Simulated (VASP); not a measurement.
# In (Pm-3m) in VASP: a series of runs

The runs below take In through single point, relaxation of cell and atoms, with PBEsol.

Everything below comes from runs of VASP 6.6.1. Logs are shortened: lines on timing, memory, paths and dates and some standing lists are left out, and cuts for length are marked.

## (1) The cell of the first run

It takes space group Pm-3m (No. 221, cubic). The conventional cell has a = 3.093 Å, b = 3.093 Å, c = 3.093 Å, α = 90.00°, β = 90.00°, γ = 90.00°. In (site symmetry m-3m) has 6 In at 3.09 Å within 4.1 Å.

## (2) Single point, PBEsol (volume scaled by 1.08)

File INCAR:

```
SYSTEM = In
  PREC = Accurate
  ENCUT = 520
  EDIFF = 1E-7
  ISMEAR = -1
  SIGMA = 0.1
  LREAL = .False.
  LASPH = .True.
  NELM = 80
  ALGO = Normal
  ISIF = 2
  LWAVE = .False.
  LCHARG = .False.
  GGA = PS
  NBANDS = 12
```

File KPOINTS:

```
regular mesh
0
Gamma
  12 12 12
  0 0 0
```

File POSCAR:

```
In
1.0
    3.0925695287      0.0000000000      0.0000000000
    0.0000000000      3.0925695287      0.0000000000
    0.0000000000      0.0000000000      3.0925695287
In
1
Direct
    0.0000000000      0.0000000000      0.0000000000
```

Potentials or basis: VASP PAW PBE potentials, release 64 (In_d).

Run with:

```console
cat potpaw_PBE.64/In_d/POTCAR > POTCAR
mpirun -np 1 vasp_std > vasp.out
```

OUTCAR:

```text
SYSTEM = In
   PREC = Accurate
   ENCUT = 520
   EDIFF = 1E-7
   ISMEAR = -1
   LREAL = .False.
   LASPH = .True.
   NELM = 80
   ISIF = 2
   GGA = PS

 ion  position               nearest neighbor table
   1  0.000  0.000  0.000-

  LATTYP: Found a simple cubic cell.
 ALAT       =     3.0925695287

  Lattice vectors:

 A1 = (   3.0925695287,   0.0000000000,   0.0000000000)
 A2 = (   0.0000000000,   3.0925695287,   0.0000000000)
 A3 = (   0.0000000000,   0.0000000000,   3.0925695287)

Analysis of symmetry for initial positions (statically):
=====================================================================
 Subroutine PRICEL returns:
 Original cell was already a primitive cell.

 Routine SETGRP: Setting up the symmetry group for a
 simple cubic supercell.

 Subroutine GETGRP returns: Found 48 space group operations
 (whereof 48 operations were pure point group operations)
 out of a pool of 48 trial point group operations.

The static configuration has the point symmetry O_h .

Analysis of symmetry for dynamics (positions and initial velocities):
=====================================================================
 Subroutine PRICEL returns:
 Original cell was already a primitive cell.

 Routine SETGRP: Setting up the symmetry group for a
 simple cubic supercell.

 Subroutine GETGRP returns: Found 48 space group operations
 (whereof 48 operations were pure point group operations)
 out of a pool of 48 trial point group operations.

The dynamic configuration has the point symmetry O_h .

 Subroutine INISYM returns: Found 48 space group operations
 (whereof 48 operations are pure point group operations),
 and found     1 'primitive' translations

----------------------------------------------------------------------------------------

                                     Primitive cell

  volume of cell :      29.5773

  direct lattice vectors                    reciprocal lattice vectors
     3.092569529  0.000000000  0.000000000     0.323355705  0.000000000  0.000000000
     0.000000000  3.092569529  0.000000000     0.000000000  0.323355705  0.000000000
     0.000000000  0.000000000  3.092569529     0.000000000  0.000000000  0.323355705

  length of vectors
     3.092569529  3.092569529  3.092569529     0.323355705  0.323355705  0.323355705

  position of ions in fractional coordinates (direct lattice)
     0.000000000  0.000000000  0.000000000

  ion indices of the primitive-cell ions
   primitive index   ion index
                 1           1

----------------------------------------------------------------------------------------

 KPOINTS: regular mesh

Automatic generation of k-mesh.
 Grid dimensions read from file:
 generate k-points for:   12   12   12

 Generating k-lattice:

  Cartesian coordinates                     Fractional coordinates (reciprocal lattice)
     0.026946309  0.000000000  0.000000000     0.083333333  0.000000000  0.000000000
     0.000000000  0.026946309  0.000000000     0.000000000  0.083333333  0.000000000
     0.000000000  0.000000000  0.026946309     0.000000000  0.000000000  0.083333333

  Length of vectors
     0.026946309  0.026946309  0.026946309

  Shift w.r.t. Gamma in fractional coordinates (k-lattice)
     0.000000000  0.000000000  0.000000000

 Subroutine IBZKPT returns following result:
 ===========================================

 Found     84 irreducible k-points:

 Following reciprocal coordinates:
            Coordinates               Weight
  0.000000  0.000000  0.000000      1.000000
  0.083333  0.000000  0.000000      6.000000
  0.166667  0.000000  0.000000      6.000000
  0.250000  0.000000  0.000000      6.000000
  0.333333  0.000000  0.000000      6.000000
  0.416667  0.000000  0.000000      6.000000
[... 16 lines left out ...]
  0.333333  0.333333  0.000000     12.000000
  0.416667  0.333333  0.000000     24.000000
 [... further k-points ...]
   k-points           NKPTS =     84   k-points in BZ     NKDIM =     84   number of bands    NBANDS=     12
   number of dos      NEDOS =    301   number of ions     NIONS =      1
   total plane-waves  NPLWV =  13824
   dimension x,y,z NGX =    24 NGY =   24 NGZ =   24
   dimension x,y,z NGXF=    48 NGYF=   48 NGZF=   48
   ions per type =               1
   NGX,Y,Z   is equivalent  to a cutoff of  12.90, 12.90, 12.90 a.u.
   NGXF,Y,Z  is equivalent  to a cutoff of  25.80, 25.80, 25.80 a.u.
 SYSTEM =  In
   PREC   = accura    normal or accurate (medium, high low for compatibility)
   ISTART =      0    job   : 0-new  1-cont  2-samecut
   ICHARG =      2    charge: 1-file 2-atom 10-const
   ISPIN  =      1    spin polarized calculation?
   LNONCOLLINEAR =      F non collinear calculations
   LSORBIT =      F    spin-orbit coupling
   LASPH  =      T    aspherical Exc in radial PAW
   ENCUT  =  520.0 eV  38.22 Ry    6.18 a.u.   5.75  5.75  5.75*2*pi/ulx,y,z
   NELM   =     80;   NELMIN=  2; NELMDL= -5     # of ELM steps
   EDIFF  = 0.1E-06   stopping-criterion for ELM
   LREAL  =      F    real-space projection
   EDIFFG = 0.1E-05   stopping-criterion for IOM
   NSW    =      0    number of steps for IOM
   IBRION =     -1    ionic relax: 0-MD 1-quasi-New 2-CG
   NFREE  =      0    steps in history (QN), initial steepest desc. (CG)
   ISIF   =      2    stress and relaxation
   ISYM   =      2    0-nonsym 1-usesym 2-fastsym
   POTIM  = 0.5000    time-step for ionic-motion
   TEBEG  =    0.0;   TEEND  =   0.0 temperature during run
   PSTRESS=    0.0 pullay stress
   NELECT =      13.0000    total number of electrons
   NUPDOWN=      -1.0000    fix difference up-down
   EMIN   =  10.00;   EMAX   =-10.00  energy-range for DOS
   EFERMI =   0.00;   METHOD = LEGACY
   ISMEAR =    -1;   SIGMA  =   0.10  broadening in eV -4-tet -1-fermi 0-gaus
   EFERMI_NEDOS =   21; number of points for ismear=-14 and -15
   IALGO  =     38    algorithm
   IMIX   =      4    mixing-type and parameters
     AMIX     =   0.40;   BMIX     =  1.00
     AMIX_MAG =   1.60;   BMIX_MAG =  1.00
  volume/ion in A,a.u.               =      29.58       199.60
  Fermi-wavevector in a.u.,A,eV,Ry     =   1.244715  2.352170 21.079705  1.549315
  Thomas-Fermi vector in A             =   2.378969
   LORBIT       =      0    0 simple, 1 ext, 2 COOP (PROOUT), +10 PAW based schemes
   GGA     = PS    functional components
   LHFCALC =     F    Hartree Fock is set to
   AEXX    =    0.0000 exact exchange contribution
   IVDW    =     0    specifies the selected vdW correction
   LEPSILON=     F    determine dielectric tensor
   LRPA    =     F    only Hartree local field effects (RPA)
 non-spin polarized calculation
  energy-cutoff  :      520.00
  volume of cell :       29.58
 maximum number of plane-waves:       840
 NGX is ok and might be reduce to    24
   NGX = 11   NGY = 11   NGZ = 11

 number of electron      12.9999985 magnetization

 Free energy of the ion-electron system (eV)
  ---------------------------------------------------
  ext. energy  EPLUGINS =         0.00000000
  ---------------------------------------------------
  free energy    TOTEN  =        -2.87242281 eV

  energy without entropy =       -2.85520662  energy(sigma->0) =       -2.86381471

 E-fermi :   5.8736     XC(G=0):  -9.7621

 val. band max:        5.7860907449   @ k =   0.5000   0.5000   0.1667
 cond. band min:       5.9389436562   @ k =   0.5000   0.4167   0.4167
 fundamental gap:      0.1528529113
 Fermi energy:         5.8736151245

 k-point     1 :       0.0000    0.0000    0.0000
  band No.  band energies     occupation
      1      -8.9322      2.00000
      2      -8.9322      2.00000
      3      -8.2790      2.00000
      4      -8.2790      2.00000
      5      -8.2790      2.00000
      6      -2.9338      2.00000
      7      12.9569      0.00000
      8      12.9569      0.00000
      9      12.9569      0.00000
     10      16.1320      0.00000
     11      16.1320      0.00000
     12      17.0916      0.00000

 k-point     2 :       0.0833    0.0000    0.0000
  band No.  band energies     occupation
      1      -8.9294      2.00000
      2      -8.9009      2.00000
      3      -8.2911      2.00000
      4      -8.2911      2.00000
      5      -8.2779      2.00000
      6      -2.8203      2.00000
      7      11.5604      0.00000
      8      13.0866      0.00000
      9      13.0866      0.00000
     10      16.2031      0.00000
     11      16.7044      0.00000
     12      18.1396      0.00000

 k-point     3 :       0.1667    0.0000    0.0000
  band No.  band energies     occupation
      1      -8.9218      2.00000
      2      -8.8160      2.00000
      3      -8.3243      2.00000
      4      -8.3243      2.00000
      5      -8.2752      2.00000
      6      -2.4771      2.00000
      7       9.3560      0.00000
      8      13.4658      0.00000
      9      13.4658      0.00000
     10      16.4174      0.00000
     11      16.9807      0.00000
     12      20.7294      0.00000
[... 286 lines left out ...]
 k-point    23 :       0.3333    0.3333    0.0000
  band No.  band energies     occupation
      1      -8.7357      2.00000
      2      -8.6056      2.00000
      3      -8.3993      2.00000
      4      -8.3950      2.00000
      5      -8.3271      2.00000
      6       0.6862      2.00000
      7       6.4793      0.00467
      8       7.4657      0.00000
      9      13.4051      0.00000
     10      16.7532      0.00000
     11      18.8156      0.00000
     12      21.9136      0.00000

 k-point    24 :       0.4167    0.3333    0.0000
  band No.  band energies     occupation
      1      -8.7164      2.00000
      2      -8.6509      2.00000
      3      -8.4283      2.00000
      4      -8.3932      2.00000
      5      -8.2418      2.00000
      6       1.6238      2.00000
      7       5.1933      1.99778
      8       7.8359      0.00000
      9      12.0534      0.00000
     10      17.5498      0.00000
     11      19.4684      0.00000
     12      21.2645      0.00000

 [... further k-points ...]
[... 5 lines left out ...]
  --------------------------------------------------------------------------------------
  -------------------------------------------------------------------------------------
  Total       -0.4769888     -0.4769888     -0.4769888      0.0000000     -0.0000000      0.0000000
  in kB      -25.8380873    -25.8380873    -25.8380873      0.0000000     -0.0000000      0.0000000
  external PRESSURE =     -25.8380873 kB  Pullay stress =       0.0000000 kB

 VOLUME and BASIS-vectors are now :
 -----------------------------------------------------------------------------
  energy-cutoff  :      520.00
  volume of cell :       29.58
      direct lattice vectors                 reciprocal lattice vectors
     3.092569529  0.000000000  0.000000000     0.323355705  0.000000000  0.000000000
     0.000000000  3.092569529  0.000000000     0.000000000  0.323355705  0.000000000
     0.000000000  0.000000000  3.092569529     0.000000000  0.000000000  0.323355705

 POSITION                                       TOTAL-FORCE (eV/Angst)
 -----------------------------------------------------------------------------------
      0.00000      0.00000      0.00000         0.000000      0.000000      0.000000
 -----------------------------------------------------------------------------------
    total drift:                                0.000000     -0.000000      0.000000

  FREE ENERGIE OF THE ION-ELECTRON SYSTEM (eV)
  ---------------------------------------------------
  free  energy   TOTEN  =        -2.8724228109 eV

  energy  without entropy=       -2.8552066190  energy(sigma->0) =       -2.86381471
```

Wall time 12 s (1 thread of Intel Xeon Platinum 8259CL at 2.50GHz (Skylake/Cascade Lake), shared host); peak memory 0.15 GiB.

Results:

```yaml
Free_energy: -2.8724 eV
Pressure: -2.6 GPa
```

Levels at points of the mesh, in eV from the Fermi level:
```
           k point  band 4  band 5  band 6  band 7  band 8  band 9
(0.00, 0.00, 0.00)  -14.15  -14.15   -8.81    7.08    7.08    7.08
(0.50, 0.00, 0.00)  -14.33  -14.14   -5.36   -3.22    9.99    9.99
(0.50, 0.50, 0.00)  -14.31  -13.96   -1.77   -0.56   -0.56    3.86
(0.50, 0.50, 0.50)  -13.95  -13.95    2.04    2.04    2.04    2.41
```

Caveat: the PAW data sets were made with another functional, which shifts forces and pressure a little; spin-orbit coupling is left out, which moves the levels of the heavy elements.

(Continued in part 2 of 2.)
